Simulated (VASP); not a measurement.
Wanted: the native input for a VASP 6.6.1 run.

```
Task                   : single point
Functional             : PBE
Potentials or basis    : VASP PAW PBE potentials, release 64 (Cs_sv)
Cutoff                 : 520 eV
k mesh                 : 12 × 12 × 1
Occupations            : gaussian, width 0.1 eV
Spin                   : no spin polarisation
Dipole correction      : yes
Further INCAR settings : ALGO = Normal; EDIFF = 1e-07; NBANDS = 16
```

The structure of Cs lies in POSCAR:

```
Cs
1.0
    8.6295121744     -0.0000003153      0.0000000000
   -4.3147558141      7.4733769230      0.0000000000
    0.0000000000      0.0000000000     23.8000000000
Cs
2
Direct
    0.3333333333      0.6666666667      0.2941176471
    0.6666666667      0.3333333333      0.2941176471
```

These files were run (other wordings do the same):

INCAR

```
ALGO = Normal
DIPOL = 0.5 0.5 0.294
EDIFF = 1E-7
ENCUT = 520
GGA = PE
IDIPOL = 3
ISIF = 2
ISMEAR = 0
LASPH = True
LCHARG = False
LDIPOL = True
LREAL = False
LWAVE = False
NBANDS = 16
NELM = 100
PREC = Accurate
SIGMA = 0.1
```

KPOINTS

```
k-points
0
Gamma
  12 12 1
```

Potentials or basis: VASP PAW PBE potentials, release 64 (Cs_sv).

Command:

```sh
$ cat potpaw_PBE.64/Cs_sv/POTCAR > POTCAR
$ mpirun -np 1 vasp_std > vasp.out
```

Results of the run:

| Quantity | Value |
| --- | --- |
| Band gap on the k mesh | zero (filled and empty bands touch) |

Caveat: spin-orbit coupling is left out, which moves the levels of the heavy elements.

It took 12 min on 1 thread of Intel(R) Xeon(R) 6975P-C (Granite Rapids) (shared host), peak memory 1.4 GiB.
